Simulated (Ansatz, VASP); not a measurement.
**One calculation of Bi2Te2O, two programs**

```xyz
5
Lattice="3.5029 0.0000 0.0000 -1.7514 3.0336 0.0000 0.0000 0.0000 13.7193" Properties=species:S:1:pos:R:3 pbc="T T T"
Bi    0.0000    0.0000    8.9465
Bi    0.0000    0.0000    4.7728
Te    0.0000    0.0000   12.3251
Te    0.0000    0.0000    1.3942
O     0.0000    0.0000    6.8596
```

Alike in both runs: functional PBE; k mesh 6 × 6 × 2; occupations gaussian, width 0.1 eV; no spin polarisation.

Ansatz relaxed the structure, and its values are those at the end. VASP's run is a single point on that final structure, the one shown.

|  | VASP | Ansatz |
| --- | --- | --- |
| version | VASP 6.6.1 | Ansatz 0.2.0 |
| potentials or method | VASP PAW PBE potentials, release 64 (Bi_d, Te, O), cutoff 520 eV | scalar-relativistic, plane waves, PAW |
| valence electrons in the cell | 48 | 68 |

|  | VASP | Ansatz | Ansatz less VASP |
| --- | --- | --- | --- |
| gap on the k mesh at the Fermi level (eV) | none | none | - |
| pressure (GPa) | 0.0 | 0.0 | -0.01 |
| rms of the force components (eV/Å) | 0.009 | 0.008 | -0.0015 |

A gap of «none» marks a metal or a gap that the smearing closes. VASP's potentials hold 48 valence electrons a cell and Ansatz's 68, so a difference there can come from the potentials and not from the codes.

Neither program's run includes spin-orbit coupling.
